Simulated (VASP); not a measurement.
Set up this calculation in VASP 6.6.1, as the native input.

* Task: single point
* Functional: LDA
* Potentials or basis: VASP PAW LDA potentials, release 64 (Ir)
* Cutoff: 520 eV
* k mesh: 18 × 18 × 18
* Occupations: gaussian, width 0.1 eV
* Spin: no spin polarisation
* Dipole correction: no
* Further INCAR settings: ALGO = Normal; EDIFF = 1e-06; NBANDS = 10

The structure of Ir lies in POSCAR:

```
Ir
1.0
    0.0000000000      1.9054465953      1.9054465953
    1.9054465953      0.0000000000      1.9054465953
    1.9054465953      1.9054465953      0.0000000000
Ir
1
Direct
    0.0000000000      0.0000000000      0.0000000000
```

The input as run:

INCAR

```
PREC     = Accurate       # precision mode
ENCUT    = 520            # plane-wave cutoff, eV
EDIFF    = 1E-6           # SCF threshold, eV
ISMEAR   = 0              # smearing method
SIGMA    = 0.1            # smearing width, eV
LREAL    = False          # projectors in reciprocal space
LASPH    = True           # aspherical terms in the spheres
NELM     = 100            # most SCF steps
ALGO     = Normal         # electronic algorithm
ISIF     = 2              # what is computed and relaxed
LWAVE    = False          # write WAVECAR
LCHARG   = False          # write CHGCAR
NBANDS   = 10             # bands
```

KPOINTS

```
Automatic mesh
0
Gamma
  18 18 18
```

Potentials or basis: VASP PAW LDA potentials, release 64 (Ir).

Run with:

```console
$ cat potpaw_LDA.64/Ir/POTCAR > POTCAR
$ mpirun -np 1 vasp_std > vasp.out
```

Results of the run:

The pressure is 2.6 GPa.

It took 16 s on 1 thread of Intel Xeon 6975P-C, with other jobs on the host, peak memory 0.14 GiB.
